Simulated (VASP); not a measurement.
Here is a VASP 6.6.1 calculation.

Contents of POSCAR:

```
YN
1.0
    0.0000000000      2.4712110000      2.4712110000
    2.4712110000      0.0000000000      2.4712110000
    2.4712110000      2.4712110000      0.0000000000
Y N
1 1
Direct
    0.0000000000      0.0000000000      0.0000000000
    0.5000000000      0.5000000000      0.5000000000
```

INCAR.step1

```
SYSTEM = YN
PREC = Accurate
ENCUT = 660
ISMEAR = -1
SIGMA = 0.1
LREAL = .FALSE.
LASPH = .TRUE.
NELM = 120
NBANDS = 15
GGA = PE
ALGO = Normal
EDIFF = 1E-5
LWAVE = .TRUE.
LCHARG = .FALSE.
GGA_COMPAT = .FALSE.
```

INCAR.step2

```
SYSTEM = YN
PREC = Accurate
ENCUT = 660
EDIFF = 1E-6
ISMEAR = -1
SIGMA = 0.1
LREAL = .FALSE.
LASPH = .TRUE.
NELM = 120
ALGO = Normal
ISIF = 2
LWAVE = .FALSE.
LCHARG = .TRUE.
METAGGA = R2SCAN
LMIXTAU = .TRUE.
LELF = .TRUE.
LVHAR = .TRUE.
NBANDS = 15
ISTART = 1
GGA_COMPAT = .FALSE.
```

Contents of KPOINTS:

```
Automatic mesh
0
G
  12 12 12
  0 0 0
```

Potentials or basis: VASP PAW PBE potentials, release 64 (Y_sv, N).

Command:

```sh
$ cat potpaw_PBE.64/Y_sv/POTCAR potpaw_PBE.64/N/POTCAR > POTCAR
$ cp INCAR.step1 INCAR
$ mpirun -np 1 vasp_std > vasp.out
$ cp INCAR.step2 INCAR
$ mpirun -np 1 vasp_std > vasp.out
```

Task: What does it give for the pressure?

Result: -4.5 GPa.

Task: Predict the band gap on the k mesh.

Result: 0.64 eV, indirect (least direct gap 1.07 eV).

Caveat: the PAW data sets were made with another functional, which shifts forces and pressure a little. A k mesh can miss the band edges.
